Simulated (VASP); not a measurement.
## Ta: single point with PBEsol

Crystal: Ta.

```
CELL_PARAMETERS angstrom
2.85358 0.00000 0.00000
-1.42679 2.47128 0.00000
0.00000 0.00000 5.33708
ATOMIC_POSITIONS crystal
Ta 0.66667 0.33333 0.75000
Ta 0.33333 0.66667 0.25000
```

This cell differs from its parent crystal: ratio of the length along z to the lengths across it x 1.05, volume and fractional coordinates fixed.

```
Program                : VASP 6.6.1
Task                   : single point
Functional             : PBEsol
Potentials or basis    : VASP PAW PBE potentials, release 64 (Ta_pv)
Cutoff                 : 520 eV
k mesh                 : 21 × 21 × 10
Occupations            : gaussian, width 0.15 eV
Spin                   : no spin polarisation
Dipole correction      : no
Further INCAR settings : ALGO = Fast; EDIFF = 1e-06; NBANDS = 18
```

```yaml
Pressure: -6.1 GPa
Band_gap_on_the_k_mesh: zero (band 11 reaches 6.95 eV, above the bottom of band 12 at 4.59 eV)
```

Stress tensor (GPa, compression positive):
```
 -2.73   0.00   0.00
  0.00  -2.73   0.00
  0.00   0.00 -12.70
```

Levels at points of the mesh, in eV from the Fermi level:
| k point | band 7 | band 8 | band 9 | band 10 | band 11 | band 12 | band 13 | band 14 | band 15 | band 16 |
| --- | --- | --- | --- | --- | --- | --- | --- | --- | --- | --- |
| (0.00, 0.00, 0.00) | -8.12 | -5.02 | -1.00 | -0.43 | 0.71 | 0.71 | 1.17 | 1.17 | 3.41 | 3.41 |
| (0.00, 0.00, 0.50) | -6.44 | -6.44 | -1.41 | -1.41 | 0.79 | 0.79 | 0.79 | 0.79 | 4.56 | 4.56 |

Run time: 82 s on 1 thread of Intel(R) Xeon(R) Platinum 8559C (Emerald Rapids) (shared host), peak memory 0.28 GiB.

Caveat: the PAW data sets were made with another functional, which shifts forces and pressure a little; spin-orbit coupling is left out, which moves the levels of the heavy elements.
